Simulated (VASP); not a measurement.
# Cr (P6_3/mmc) in VASP: further runs

Runs on Cr. Level: revPBE. Tasks: relaxation of cell and atoms, single point.

Program: VASP 6.6.1. These are calculated values, not measurements. Logs are shortened: lines on timing, memory, paths and dates and some standing lists are left out, and cuts for length are marked.

## Step 1: The cell of the first run

It takes space group P6_3/mmc (No. 194, hexagonal). The conventional cell has a = 2.569 Å, b = 2.569 Å, c = 4.196 Å, α = 90.00°, β = 90.00°, γ = 120.00°. Within 3.4 Å of Cr (site symmetry -6m2) lie 12 Cr at 2.57 Å.

This isn't the form of Cr at room conditions, which is bcc.

## Step 2: Relaxation of cell and atoms, revPBE, collinear spin, antiferromagnetic start

Contents of INCAR:

```
PREC = Accurate ; ENCUT = 600
EDIFF = 1E-6 ; ISMEAR = -1
SIGMA = 0.05 ; LREAL = False
LASPH = True ; NELM = 150
ALGO = Normal ; ISIF = 3
LWAVE = False ; LCHARG = False
ISPIN = 2 ; MAGMOM = 1.5 -1.5
LORBIT = 11 ; LMAXMIX = 4
GGA = RE ; IBRION = 2
NSW = 80 ; EDIFFG = -0.01
```

Contents of KPOINTS:

```
Automatic mesh
0
Gamma
  14 14 8
```

Contents of POSCAR:

```
Cr
1.0
    2.5692592270      0.0000000000      0.0000000000
   -1.2846296135      2.2250437595      0.0000000000
    0.0000000000      0.0000000000      4.1956003177
Cr
2
Direct
    0.3333333333      0.6666666667      0.2500000000
    0.6666666667      0.3333333333      0.7500000000
```

Potentials or basis: VASP PAW PBE potentials, release 64 (Cr_pv).

Launch:

```
$ cat potpaw_PBE.64/Cr_pv/POTCAR > POTCAR
$ mpirun -np 1 vasp_std > vasp.out
```

OUTCAR:

```text
PREC = Accurate
   ENCUT = 600
   EDIFF = 1E-6
   ISMEAR = -1
   LREAL = False
   LASPH = True
   NELM = 150
   ISIF = 3
   ISPIN = 2
   LORBIT = 11
   GGA = RE
   IBRION = 2
   NSW = 80
   EDIFFG = -0.01

 ion  position               nearest neighbor table
   1  0.333  0.667  0.250-   2 2.57   2 2.57   2 2.57   2 2.57   2 2.57   2 2.57
   2  0.667  0.333  0.750-   1 2.57   1 2.57   1 2.57   1 2.57   1 2.57   1 2.57

  LATTYP: Found a hexagonal cell.
 ALAT       =     2.5692592270
 C/A-ratio  =     1.6330000000

  Lattice vectors:

 A1 = (   2.5692592270,   0.0000000000,   0.0000000000)
 A2 = (  -1.2846296135,   2.2250437595,   0.0000000000)
 A3 = (   0.0000000000,   0.0000000000,   4.1956003177)

Analysis of symmetry for initial positions (statically):
=====================================================================
 Subroutine PRICEL returns:
 Original cell was already a primitive cell.

 Routine SETGRP: Setting up the symmetry group for a
 hexagonal supercell.

 Subroutine GETGRP returns: Found 24 space group operations
 (whereof 12 operations were pure point group operations)
 out of a pool of 24 trial point group operations.

The static configuration has the point symmetry D_3d.
 The point group associated with its full space group is D_6h.

Analysis of symmetry for dynamics (positions and initial velocities):
=====================================================================
 Subroutine PRICEL returns:
 Original cell was already a primitive cell.

 Routine SETGRP: Setting up the symmetry group for a
 hexagonal supercell.

 Subroutine GETGRP returns: Found 24 space group operations
 (whereof 12 operations were pure point group operations)
 out of a pool of 24 trial point group operations.

The dynamic configuration has the point symmetry D_3d.
 The point group associated with its full space group is D_6h.

Analysis of structural, dynamic, and magnetic symmetry:
=====================================================================
 Subroutine PRICEL returns:
 Original cell was already a primitive cell.

 Routine SETGRP: Setting up the symmetry group for a
 hexagonal supercell.

 Subroutine GETGRP returns: Found 24 space group operations
 (whereof 12 operations were pure point group operations)
 out of a pool of 24 trial point group operations.

The overall configuration has the point symmetry D_3d.
 The point group associated with its full space group is D_6h.

 Subroutine INISYM returns: Found 24 space group operations
 (whereof 12 operations are pure point group operations),
 and found     1 'primitive' translations

----------------------------------------------------------------------------------------

                                     Primitive cell

  volume of cell :      23.9850

  direct lattice vectors                    reciprocal lattice vectors
     2.569259227  0.000000000  0.000000000     0.389217246  0.224714682  0.000000000
    -1.284629613  2.225043760  0.000000000     0.000000000  0.449429363  0.000000000
     0.000000000  0.000000000  4.195600318     0.000000000  0.000000000  0.238344915

  length of vectors
     2.569259227  2.569259227  4.195600318     0.449429363  0.449429363  0.238344915

  position of ions in fractional coordinates (direct lattice)
     0.333333333  0.666666667  0.250000000
     0.666666667  0.333333333  0.750000000

  ion indices of the primitive-cell ions
   primitive index   ion index
                 1           1
                 2           2

----------------------------------------------------------------------------------------

 KPOINTS: Automatic mesh

Automatic generation of k-mesh.
 Grid dimensions read from file:
 generate k-points for:   14   14    8

 Generating k-lattice:

  Cartesian coordinates                     Fractional coordinates (reciprocal lattice)
     0.027801232  0.016051049  0.000000000     0.071428571  0.000000000  0.000000000
     0.000000000  0.032102097  0.000000000     0.000000000  0.071428571  0.000000000
     0.000000000  0.000000000  0.029793114     0.000000000  0.000000000  0.125000000

  Length of vectors
     0.032102097  0.032102097  0.029793114

  Shift w.r.t. Gamma in fractional coordinates (k-lattice)
     0.000000000  0.000000000  0.000000000

 Subroutine IBZKPT returns following result:
 ===========================================

 Found    120 irreducible k-points:

 Following reciprocal coordinates:
            Coordinates               Weight
  0.000000  0.000000  0.000000      1.000000
  0.071429  0.000000  0.000000      6.000000
  0.142857  0.000000  0.000000      6.000000
  0.214286  0.000000  0.000000      6.000000
  0.285714  0.000000  0.000000      6.000000
  0.357143  0.000000  0.000000      6.000000
[... 16 lines left out ...]
  0.285714  0.285714  0.000000      6.000000
  0.357143  0.285714  0.000000      6.000000
 [... further k-points ...]
   k-points           NKPTS =    120   k-points in BZ     NKDIM =    120   number of bands    NBANDS=     16
   number of dos      NEDOS =    301   number of ions     NIONS =      2
   total plane-waves  NPLWV =  20736
   dimension x,y,z NGX =    24 NGY =   24 NGZ =   36
   dimension x,y,z NGXF=    48 NGYF=   48 NGZF=   72
   ions per type =               2
   NGX,Y,Z   is equivalent  to a cutoff of  15.53, 15.53, 14.26 a.u.
   NGXF,Y,Z  is equivalent  to a cutoff of  31.06, 31.06, 28.53 a.u.
 SYSTEM =  unknown system
   PREC   = accura    normal or accurate (medium, high low for compatibility)
   ISTART =      0    job   : 0-new  1-cont  2-samecut
   ICHARG =      2    charge: 1-file 2-atom 10-const
   ISPIN  =      2    spin polarized calculation?
   LNONCOLLINEAR =      F non collinear calculations
   LSORBIT =      F    spin-orbit coupling
   LASPH  =      T    aspherical Exc in radial PAW
   ENCUT  =  600.0 eV  44.10 Ry    6.64 a.u.   5.13  5.13  8.38*2*pi/ulx,y,z
   NELM   =    150;   NELMIN=  2; NELMDL= -5     # of ELM steps
   EDIFF  = 0.1E-05   stopping-criterion for ELM
   LREAL  =      F    real-space projection
   EDIFFG = -.1E-01   stopping-criterion for IOM
   NSW    =     80    number of steps for IOM
   IBRION =      2    ionic relax: 0-MD 1-quasi-New 2-CG
   NFREE  =      1    steps in history (QN), initial steepest desc. (CG)
   ISIF   =      3    stress and relaxation
   ISYM   =      2    0-nonsym 1-usesym 2-fastsym
   POTIM  = 0.5000    time-step for ionic-motion
   TEBEG  =    0.0;   TEEND  =   0.0 temperature during run
   PSTRESS=    0.0 pullay stress
   NELECT =      24.0000    total number of electrons
   NUPDOWN=      -1.0000    fix difference up-down
   EMIN   =  10.00;   EMAX   =-10.00  energy-range for DOS
   EFERMI =   0.00;   METHOD = LEGACY
   ISMEAR =    -1;   SIGMA  =   0.05  broadening in eV -4-tet -1-fermi 0-gaus
   EFERMI_NEDOS =   21; number of points for ismear=-14 and -15
   IALGO  =     38    algorithm
   IMIX   =      4    mixing-type and parameters
     AMIX     =   0.40;   BMIX     =  1.00
     AMIX_MAG =   1.60;   BMIX_MAG =  1.00
  volume/ion in A,a.u.               =      11.99        80.93
  Fermi-wavevector in a.u.,A,eV,Ry     =   1.637439  3.094310 36.480015  2.681205
  Thomas-Fermi vector in A             =   2.728578
   LORBIT       =     11    0 simple, 1 ext, 2 COOP (PROOUT), +10 PAW based schemes
   GGA     = RE    functional components
   LHFCALC =     F    Hartree Fock is set to
   AEXX    =    0.0000 exact exchange contribution
   IVDW    =     0    specifies the selected vdW correction
   LEPSILON=     F    determine dielectric tensor
   LRPA    =     F    only Hartree local field effects (RPA)
 conjugate gradient relaxation of ions
 spin polarized calculation
  energy-cutoff  :      600.00
  volume of cell :       23.99
 maximum number of plane-waves:       818
 NGX is ok and might be reduce to    24
   NGX = 11   NGY = 11   NGZ = 17

--------------------------------------- Ionic step        1  -------------------------------------------

 number of electron      24.0000000 magnetization      -0.0000000

 number of electron      24.0000000 magnetization       0.0000000

 Free energy of the ion-electron system (eV)
  ---------------------------------------------------
  ext. energy  EPLUGINS =         0.00000000
  ---------------------------------------------------
  free energy    TOTEN  =       -17.32425418 eV

  energy without entropy =      -17.28622547  energy(sigma->0) =      -17.30523982

------------------------ aborting loop because EDIFF is reached ----------------------------------------

  FORCE on cell =-STRESS in cart. coord.  units (eV):
  Direction    XX          YY          ZZ          XY          YZ          ZX
  --------------------------------------------------------------------------------------
  -------------------------------------------------------------------------------------
  Total       -0.4759726     -0.4759726      1.4977604      0.0000000      0.0000000      0.0000000
  in kB      -31.7944941    -31.7944941    100.0489039      0.0000000      0.0000000      0.0000000
  external PRESSURE =      12.1533052 kB  Pullay stress =       0.0000000 kB
[... 61 lines left out ...]
--------------------------------------- Ionic step        3  -------------------------------------------

 number of electron      24.0000003 magnetization       0.0000000

 number of electron      24.0000003 magnetization      -0.0000000

 E-fermi :   9.9257     XC(G=0): -13.0921

 val. band max:        9.9132175503   @ k =   0.2857   0.2857   0.3750
 cond. band min:       9.9463988316   @ k =   0.4286   0.0714   0.3750
 fundamental gap:      0.0331812813
 Fermi energy:         9.9256670600

 spin component 1

 k-point     1 :       0.0000    0.0000    0.0000
  band No.  band energies     occupation
      1     -33.4410      1.00000
      2     -33.0175      1.00000
      3     -32.5852      1.00000
      4     -32.5852      1.00000
      5     -32.5552      1.00000
      6     -32.5552      1.00000
[... 8 lines left out ...]
     15      11.2299      0.00000
     16      11.2299      0.00000
[... 926 lines left out ...]
  FREE ENERGIE OF THE ION-ELECTRON SYSTEM (eV)
  ---------------------------------------------------
  free  energy   TOTEN  =       -17.2862120667 eV

  energy  without entropy=      -17.2657529431  energy(sigma->0) =      -17.27598250

[... ionic steps 4 to 7 ...]

--------------------------------------- Ionic step        8  -------------------------------------------

 number of electron      24.0000015 magnetization       0.0000000

 number of electron      24.0000015 magnetization      -0.0000000

------------------------ aborting loop because EDIFF is reached ----------------------------------------

  FORCE on cell =-STRESS in cart. coord.  units (eV):
  Direction    XX          YY          ZZ          XY          YZ          ZX
  --------------------------------------------------------------------------------------
  -------------------------------------------------------------------------------------
  Total       -0.0357274     -0.0357274      0.0415651      0.0000000     -0.0000000      0.0000000
  in kB       -2.3701330     -2.3701330      2.7574061      0.0000000     -0.0000000      0.0000000
  external PRESSURE =      -0.6609533 kB  Pullay stress =       0.0000000 kB
[... 61 lines left out ...]
--------------------------------------- Ionic step       10  -------------------------------------------

 number of electron      24.0000015 magnetization      -0.0000000

 number of electron      24.0000015 magnetization       0.0000000

 Free energy of the ion-electron system (eV)
  ---------------------------------------------------
  ext. energy  EPLUGINS =         0.00000000
  ---------------------------------------------------
  free energy    TOTEN  =       -17.41747208 eV

  energy without entropy =      -17.39036035  energy(sigma->0) =      -17.40391621

 E-fermi :  10.2723     XC(G=0): -13.3049

 val. band max:       10.2630352447   @ k =   0.2857   0.2857   0.1250
 cond. band min:      10.2725892528   @ k =   0.2143   0.2143   0.2500
 fundamental gap:      0.0095540081
 Fermi energy:        10.2723327055

 spin component 1

 k-point     1 :       0.0000    0.0000    0.0000
  band No.  band energies     occupation
      1     -33.0229      1.00000
      2     -32.3982      1.00000
      3     -32.2366      1.00000
      4     -32.2366      1.00000
      5     -32.1772      1.00000
      6     -32.1772      1.00000
[... 8 lines left out ...]
     15      11.3371      0.00000
     16      11.3371      0.00000
[... 926 lines left out ...]
  FREE ENERGIE OF THE ION-ELECTRON SYSTEM (eV)
  ---------------------------------------------------
  free  energy   TOTEN  =       -17.4174720775 eV

  energy  without entropy=      -17.3903603490  energy(sigma->0) =      -17.40391621

 reached required accuracy - stopping structural energy minimisation

 total charge

# of ion       s       p       d       tot
------------------------------------------
    1        0.447   6.363   4.189  10.999
    2        0.447   6.363   4.189  10.999
--------------------------------------------------
tot          0.894  12.726   8.378  21.998

 magnetization (x)

# of ion       s       p       d       tot
------------------------------------------
    1        0.000   0.000   0.000   0.000
    2       -0.000  -0.000  -0.000  -0.000
--------------------------------------------------
tot          0.000   0.000   0.000   0.000
```

Wall time 6.8 min (1 thread of AMD EPYC 9R45 (Zen 5), shared host); peak memory 0.2 GiB.

What came out:

```
Free energy                                           : -17.4175 eV
Relaxed volume                                        : 12.08 Å³/atom
Relaxed cell                                          : a = 2.496 Å, b = 2.496 Å, c = 4.478 Å, α = 90.00°, β = 90.00°, γ = 120.00°
Space group after relaxing (to 0.1 Å)                 : P6_3/mmc (No. 194)
Energy gained by relaxing                             : 46.6 meV/atom
Ionic steps                                           : 10
Pressure after relaxing                               : -0.1 GPa
Band gap on the k mesh                                : zero (filled and empty bands overlap)
Net moment                                            : 0.00 μB per cell
Valence electrons inside the program's atomic spheres : Cr 11.00
```

Stress tensor (GPa, compression positive):
```
-0.12  0.00  0.00
 0.00 -0.12  0.00
 0.00  0.00  0.02
```

The path:
```
step  energy change (eV)  largest force (eV/Å)  pressure (GPa)  volume (Å³)
   1              0.0000                0.0000            1.22        23.99
   2             -0.0627                0.0000           -1.57        24.28
   3              0.0380                0.0000           -3.96        24.99
   4             -0.0881                0.0000           -3.24        24.50
   5             -0.0889                0.0000           -3.45        24.54
   6             -0.0725                0.0000            6.55        23.56
   7             -0.0927                0.0000           -0.53        24.24
   8             -0.0932                0.0000           -0.07        24.15
   9             -0.0932                0.0000           -0.10        24.17
  10             -0.0932                0.0000           -0.07        24.17
```

Final structure:
```xyz
2
Lattice="2.4965 0.0000 0.0000 -1.2482 2.1620 0.0000 0.0000 0.0000 4.4780" Properties=species:S:1:pos:R:3 pbc="T T T"
Cr    0.0000    1.4413    1.1195
Cr    1.2482    0.7207    3.3585
```

Caveat: the PAW data sets were made with another functional, which shifts forces and pressure a little.

## Step 3: Single point, revPBE, collinear spin, antiferromagnetic start

This run uses another cell than the first one, of 12.10 Å³/atom.

Contents of INCAR:

```
SYSTEM = Cr
PREC = Accurate ; ENCUT = 520
EDIFF = 1E-6 ; ISMEAR = -1
SIGMA = 0.05 ; LREAL = .FALSE.
LASPH = .TRUE. ; NELM = 150
ALGO = Normal ; ISIF = 2
LWAVE = .FALSE. ; LCHARG = .FALSE.
ISPIN = 2 ; MAGMOM = 1.5 -1.5
LORBIT = 11 ; LMAXMIX = 4
GGA = RE ; NBANDS = 23
```

Contents of KPOINTS:

```
Automatic mesh
0
G
  14 14 8
  0 0 0
```

Contents of POSCAR:

```
Cr
1.0
    2.4979659451      0.0000000000      0.0000000000
   -1.2489829726      2.1633019662      0.0000000000
    0.0000000000      0.0000000000      4.4792026516
Cr
2
Direct
    0.3333333333      0.6666666667      0.2500000000
    0.6666666667      0.3333333333      0.7500000000
```

Potentials or basis: VASP PAW PBE potentials, release 64 (Cr_pv).

Launch:

```
$ cat potpaw_PBE.64/Cr_pv/POTCAR > POTCAR
$ mpirun -np 1 vasp_std > vasp.out
```

Wall time 2.7 min (1 thread of Intel Xeon 8259CL, shared host); peak memory 0.21 GiB.

It converged, with:

```
Free energy                                           : -17.4176 eV
Pressure                                              : -0.4 GPa
Band gap on the k mesh                                : zero (filled and empty bands overlap)
Net moment                                            : 0.00 μB per cell
Valence electrons inside the program's atomic spheres : Cr 11.00
```

Stress tensor (GPa, compression positive):
```
-0.44  0.00  0.00
 0.00 -0.44  0.00
 0.00  0.00 -0.28
```

Levels at points of the mesh, in eV from the Fermi level:
Spin up:
| k point | band 10 | band 11 | band 12 | band 13 | band 14 | band 15 |
| --- | --- | --- | --- | --- | --- | --- |
| (0.00, 0.00, 0.00) | -0.34 | -0.34 | -0.31 | -0.02 | -0.02 | 1.06 |
| (0.50, 0.00, 0.00) | -0.92 | -0.60 | -0.30 | -0.12 | 2.23 | 2.75 |
| (0.00, 0.00, 0.50) | -1.59 | -0.31 | -0.31 | -0.31 | -0.31 | 1.75 |
| (0.50, 0.00, 0.50) | -2.41 | 0.93 | 0.93 | 1.24 | 1.24 | 2.81 |
Spin down:
```csv
k point,band 9,band 10,band 11,band 12,band 13,band 14,band 15,band 16
"(0.00, 0.00, 0.00)",-1.20,-0.34,-0.34,-0.31,-0.02,-0.02,1.06,1.06
"(0.50, 0.00, 0.00)",-3.31,-0.92,-0.60,-0.30,-0.12,2.23,2.75,2.87
"(0.00, 0.00, 0.50)",-1.59,-1.59,-0.31,-0.31,-0.31,-0.31,1.75,1.75
"(0.50, 0.00, 0.50)",-2.41,-2.41,0.93,0.93,1.24,1.24,2.81,2.82
```

Caveat: the PAW data sets were made with another functional, which shifts forces and pressure a little.
